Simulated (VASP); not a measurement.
# Y2TaN3 (P6/mmm) in VASP: single point with PBE

Aim: the single point of Y2TaN3 with PBE.

All numbers are computed with VASP 6.6.1; they aren't measurements. Logs are shortened: lines on timing, memory, paths and dates and some standing lists are left out, and cuts for length are marked.

### Step 1. The cell of the first run

It takes space group P6/mmm (No. 191, hexagonal). The conventional cell has a = 4.145 Å, b = 4.145 Å, c = 9.175 Å, α = 90.00°, β = 90.00°, γ = 120.00°. Y (site symmetry 6mm) has 1 Ta at 2.98 Å and 1 Y at 3.21 Å and 6 N at 3.63 Å within 3.9 Å. Ta (site symmetry 6/mmm) has 6 N at 2.07 Å within 2.7 Å. Within 2.7 Å of N (site symmetry mmm) lie 2 Ta at 2.07 Å and 4 N at 2.07 Å.

The cell was generated, and may not be a known phase.

### Step 2. Single point, PBE

INCAR reads:

```
SYSTEM = Y2TaN3
PREC = Accurate ; ENCUT = 700
EDIFF = 1E-6 ; ISMEAR = 0
SIGMA = 0.1 ; LREAL = .False.
LASPH = .True. ; NELM = 120
ALGO = Normal ; ISIF = 2
LWAVE = .False. ; LCHARG = .False.
GGA = PE ; NBANDS = 34
GGA_COMPAT = .False.
```

KPOINTS reads:

```
regular mesh
0
Gamma
  6 6 4
  0 0 0
```

POSCAR reads:

```
Y2TaN3
1.0
    4.1448299054      0.0000000000      0.0000000000
   -2.0724149527      3.5895279925      0.0000000000
    0.0000000000      0.0000000000      9.1750995589
Y Ta N
2 1 3
Direct
    0.0000000000      0.0000000000      0.8251484558
    0.0000000000      0.0000000000      0.1748515442
    0.0000000000      0.0000000000      0.5000000000
    0.5000000000      0.0000000000      0.5000000000
    0.0000000000      0.5000000000      0.5000000000
    0.5000000000      0.5000000000      0.5000000000
```

Potentials or basis: VASP PAW PBE potentials, release 64 (Y_sv, Ta_sv_GW, N).

Launch:

```console
> cat potpaw_PBE.64/Y_sv/POTCAR potpaw_PBE.64/Ta_sv_GW/POTCAR potpaw_PBE.64/N/POTCAR > POTCAR
> mpirun -np 1 vasp_std > vasp.out
```

OUTCAR:

```text
SYSTEM = Y2TaN3
   PREC = Accurate
   ENCUT = 700
   EDIFF = 1E-6
   ISMEAR = 0
   LREAL = .False.
   LASPH = .True.
   NELM = 120
   ISIF = 2
   GGA = PE

 ion  position               nearest neighbor table
   1  0.000  0.000  0.825-   3 2.98   2 3.21
   2  0.000  0.000  0.175-   3 2.98   1 3.21
   3  0.000  0.000  0.500-   4 2.07   4 2.07   6 2.07   5 2.07   5 2.07   6 2.07   1 2.98   2 2.98

   4  0.500  0.000  0.500-   3 2.07   3 2.07
   5  0.000  0.500  0.500-   3 2.07   3 2.07
   6  0.500  0.500  0.500-   3 2.07   3 2.07

  LATTYP: Found a hexagonal cell.
 ALAT       =     4.1448299054
 C/A-ratio  =     2.2136251109

  Lattice vectors:

 A1 = (   4.1448299054,   0.0000000000,   0.0000000000)
 A2 = (  -2.0724149527,   3.5895279925,   0.0000000000)
 A3 = (   0.0000000000,   0.0000000000,   9.1750995589)

Analysis of symmetry for initial positions (statically):
=====================================================================
 Subroutine PRICEL returns:
 Original cell was already a primitive cell.

 Routine SETGRP: Setting up the symmetry group for a
 hexagonal supercell.

 Subroutine GETGRP returns: Found 24 space group operations
 (whereof 24 operations were pure point group operations)
 out of a pool of 24 trial point group operations.

The static configuration has the point symmetry D_6h.

Analysis of symmetry for dynamics (positions and initial velocities):
=====================================================================
 Subroutine PRICEL returns:
 Original cell was already a primitive cell.

 Routine SETGRP: Setting up the symmetry group for a
 hexagonal supercell.

 Subroutine GETGRP returns: Found 24 space group operations
 (whereof 24 operations were pure point group operations)
 out of a pool of 24 trial point group operations.

The dynamic configuration has the point symmetry D_6h.

 Subroutine INISYM returns: Found 24 space group operations
 (whereof 24 operations are pure point group operations),
 and found     1 'primitive' translations

----------------------------------------------------------------------------------------

                                     Primitive cell

  volume of cell :     136.5070

  direct lattice vectors                    reciprocal lattice vectors
     4.144829905  0.000000000  0.000000000     0.241264424  0.139294080  0.000000000
    -2.072414953  3.589527992  0.000000000     0.000000000  0.278588160  0.000000000
     0.000000000  0.000000000  9.175099559     0.000000000  0.000000000  0.108990643

  length of vectors
     4.144829905  4.144829905  9.175099559     0.278588160  0.278588160  0.108990643

  position of ions in fractional coordinates (direct lattice)
     0.000000000  0.000000000  0.825148456
     0.000000000  0.000000000  0.174851544
     0.000000000  0.000000000  0.500000000
     0.500000000  0.000000000  0.500000000
     0.000000000  0.500000000  0.500000000
     0.500000000  0.500000000  0.500000000

  ion indices of the primitive-cell ions
   primitive index   ion index
                 1           1
                 2           2
                 3           3
                 4           4
                 5           5
                 6           6

----------------------------------------------------------------------------------------

 KPOINTS: regular mesh

Automatic generation of k-mesh.
 Grid dimensions read from file:
 generate k-points for:    6    6    4

 Generating k-lattice:

  Cartesian coordinates                     Fractional coordinates (reciprocal lattice)
     0.040210737  0.023215680  0.000000000     0.166666667 -0.000000000  0.000000000
     0.000000000  0.046431360  0.000000000     0.000000000  0.166666667  0.000000000
     0.000000000  0.000000000  0.027247661     0.000000000  0.000000000  0.250000000

  Length of vectors
     0.046431360  0.046431360  0.027247661

  Shift w.r.t. Gamma in fractional coordinates (k-lattice)
     0.000000000  0.000000000  0.000000000

 Subroutine IBZKPT returns following result:
 ===========================================

 Found     21 irreducible k-points:

 Following reciprocal coordinates:
            Coordinates               Weight
  0.000000  0.000000  0.000000      1.000000
  0.166667 -0.000000  0.000000      6.000000
  0.333333  0.000000  0.000000      6.000000
  0.500000  0.000000  0.000000      3.000000
  0.166667  0.166667  0.000000      6.000000
  0.333333  0.166667  0.000000     12.000000
[... 13 lines left out ...]
  0.333333  0.166667  0.500000     12.000000
  0.333333  0.333333  0.500000      2.000000
   k-points           NKPTS =     21   k-points in BZ     NKDIM =     21   number of bands    NBANDS=     34
   number of dos      NEDOS =    301   number of ions     NIONS =      6
   total plane-waves  NPLWV = 103680
   dimension x,y,z NGX =    36 NGY =   36 NGZ =   80
   dimension x,y,z NGXF=    72 NGYF=   72 NGZF=  160
   ions per type =               2   1   3
   NGX,Y,Z   is equivalent  to a cutoff of  14.44, 14.44, 14.50 a.u.
   NGXF,Y,Z  is equivalent  to a cutoff of  28.88, 28.88, 28.99 a.u.
 SYSTEM =  Y2TaN3
   PREC   = accura    normal or accurate (medium, high low for compatibility)
   ISTART =      0    job   : 0-new  1-cont  2-samecut
   ICHARG =      2    charge: 1-file 2-atom 10-const
   ISPIN  =      1    spin polarized calculation?
   LNONCOLLINEAR =      F non collinear calculations
   LSORBIT =      F    spin-orbit coupling
   LASPH  =      T    aspherical Exc in radial PAW
   ENCUT  =  700.0 eV  51.45 Ry    7.17 a.u.   8.94  8.94 19.79*2*pi/ulx,y,z
   NELM   =    120;   NELMIN=  2; NELMDL= -5     # of ELM steps
   EDIFF  = 0.1E-05   stopping-criterion for ELM
   LREAL  =      F    real-space projection
   EDIFFG = 0.1E-04   stopping-criterion for IOM
   NSW    =      0    number of steps for IOM
   IBRION =     -1    ionic relax: 0-MD 1-quasi-New 2-CG
   NFREE  =      0    steps in history (QN), initial steepest desc. (CG)
   ISIF   =      2    stress and relaxation
   ISYM   =      2    0-nonsym 1-usesym 2-fastsym
   POTIM  = 0.5000    time-step for ionic-motion
   TEBEG  =    0.0;   TEEND  =   0.0 temperature during run
   PSTRESS=    0.0 pullay stress
   NELECT =      50.0000    total number of electrons
   NUPDOWN=      -1.0000    fix difference up-down
   EMIN   =  10.00;   EMAX   =-10.00  energy-range for DOS
   EFERMI =   0.00;   METHOD = LEGACY
   ISMEAR =     0;   SIGMA  =   0.10  broadening in eV -4-tet -1-fermi 0-gaus
   EFERMI_NEDOS =   21; number of points for ismear=-14 and -15
   IALGO  =     38    algorithm
   IMIX   =      4    mixing-type and parameters
     AMIX     =   0.40;   BMIX     =  1.00
     AMIX_MAG =   1.60;   BMIX_MAG =  1.00
  volume/ion in A,a.u.               =      22.75       153.53
  Fermi-wavevector in a.u.,A,eV,Ry     =   1.171332  2.213496 18.667436  1.372018
  Thomas-Fermi vector in A             =   2.307777
   LORBIT       =      0    0 simple, 1 ext, 2 COOP (PROOUT), +10 PAW based schemes
   GGA     = PE    functional components
   LHFCALC =     F    Hartree Fock is set to
   AEXX    =    0.0000 exact exchange contribution
   IVDW    =     0    specifies the selected vdW correction
   LEPSILON=     F    determine dielectric tensor
   LRPA    =     F    only Hartree local field effects (RPA)
 non-spin polarized calculation
 Gauss-broadening in eV      SIGMA  =   0.10
  energy-cutoff  :      700.00
  volume of cell :      136.51
 maximum number of plane-waves:      5781
 NGX is ok and might be reduce to    36
   NGX = 17   NGY = 17   NGZ = 39

 number of electron      50.0000003 magnetization

 Free energy of the ion-electron system (eV)
  ---------------------------------------------------
  ext. energy  EPLUGINS =         0.00000000
  ---------------------------------------------------
  free energy    TOTEN  =       -45.76023298 eV

  energy without entropy =      -45.74343388  energy(sigma->0) =      -45.75183343

 E-fermi :   3.2848     XC(G=0):  -9.2414

 val. band max:        3.2757598780   @ k =   0.3333   0.0000   0.5000
 cond. band min:       3.2875879417   @ k =   0.1667   0.1667   0.0000
 fundamental gap:      0.0118280638
 Fermi energy:         3.2847597376

 k-point     1 :       0.0000    0.0000    0.0000
  band No.  band energies     occupation
      1     -64.4223      2.00000
      2     -40.5396      2.00000
      3     -40.5018      2.00000
      4     -31.0654      2.00000
      5     -31.0654      2.00000
      6     -30.9505      2.00000
[... 26 lines left out ...]
     33       5.0418      0.00000
     34       5.0418      0.00000

 k-point     2 :       0.1667   -0.0000    0.0000
  band No.  band energies     occupation
      1     -64.4222      2.00000
      2     -40.5382      2.00000
      3     -40.5005      2.00000
      4     -31.0829      2.00000
      5     -31.0694      2.00000
      6     -30.9493      2.00000
[... 26 lines left out ...]
     33       5.0354      0.00000
     34       5.3428      0.00000

 k-point     3 :       0.3333    0.0000    0.0000
  band No.  band energies     occupation
      1     -64.4219      2.00000
      2     -40.5354      2.00000
      3     -40.4978      2.00000
      4     -31.1176      2.00000
      5     -31.0775      2.00000
      6     -30.9467      2.00000
[... 26 lines left out ...]
     33       5.5854      0.00000
     34       5.7061      0.00000
[... 593 lines left out ...]
 k-point    20 :       0.3333    0.1667    0.5000
  band No.  band energies     occupation
      1     -64.4217      2.00000
      2     -40.5346      2.00000
      3     -40.4958      2.00000
      4     -31.1258      2.00000
      5     -31.0906      2.00000
      6     -30.9456      2.00000
[... 26 lines left out ...]
     33       5.8887      0.00000
     34       6.5866      0.00000

 k-point    21 :       0.3333    0.3333    0.5000
  band No.  band energies     occupation
      1     -64.4216      2.00000
      2     -40.5339      2.00000
      3     -40.4952      2.00000
      4     -31.1135      2.00000
      5     -31.1135      2.00000
      6     -30.9449      2.00000
[... 26 lines left out ...]
     33       5.6088      0.00000
     34       6.1924      0.00000

------------------------ aborting loop because EDIFF is reached ----------------------------------------

  FORCE on cell =-STRESS in cart. coord.  units (eV):
  Direction    XX          YY          ZZ          XY          YZ          ZX
  --------------------------------------------------------------------------------------
  -------------------------------------------------------------------------------------
  Total        0.0212680      0.0212680     -0.1019132      0.0000000     -0.0000000      0.0000000
  in kB        0.2496212      0.2496212     -1.1961517      0.0000000     -0.0000000      0.0000000
  external PRESSURE =      -0.2323031 kB  Pullay stress =       0.0000000 kB

 VOLUME and BASIS-vectors are now :
 -----------------------------------------------------------------------------
  energy-cutoff  :      700.00
  volume of cell :      136.51
      direct lattice vectors                 reciprocal lattice vectors
     4.144829905  0.000000000  0.000000000     0.241264424  0.139294080  0.000000000
    -2.072414953  3.589527992  0.000000000     0.000000000  0.278588160  0.000000000
     0.000000000  0.000000000  9.175099559     0.000000000  0.000000000  0.108990643

 POSITION                                       TOTAL-FORCE (eV/Angst)
 -----------------------------------------------------------------------------------
      0.00000      0.00000      7.57082        -0.000000     -0.000000     -0.017491
      0.00000      0.00000      1.60428         0.000000     -0.000000      0.017491
      0.00000      0.00000      4.58755         0.000000      0.000000      0.000000
      2.07241      0.00000      4.58755         0.000000      0.000000      0.000000
     -1.03621      1.79476      4.58755         0.000000      0.000000      0.000000
      1.03621      1.79476      4.58755         0.000000      0.000000      0.000000
 -----------------------------------------------------------------------------------
    total drift:                                0.000000     -0.000000      0.000000

  FREE ENERGIE OF THE ION-ELECTRON SYSTEM (eV)
  ---------------------------------------------------
  free  energy   TOTEN  =       -45.7602329786 eV

  energy  without entropy=      -45.7434338832  energy(sigma->0) =      -45.75183343
```

Wall time 2.8 min (1 thread of Intel Xeon Platinum 8488C (Sapphire Rapids), shared host); peak memory 0.43 GiB.

What came out:

- Free energy: -45.7602 eV
- Pressure: 0.0 GPa
- Largest force: 0.017 eV/Å
- Band gap on the k mesh: zero (bands 25 and 26 overlap by 1.00 eV)

Forces in eV/Å, atoms in the order of the input:
```
Y    0.000  0.000 -0.017
Y    0.000  0.000  0.017
Ta   0.000  0.000  0.000
N    0.000  0.000  0.000
N    0.000  0.000  0.000
N    0.000  0.000  0.000
```

Caveat: spin-orbit coupling is left out, which moves the levels of the heavy elements.
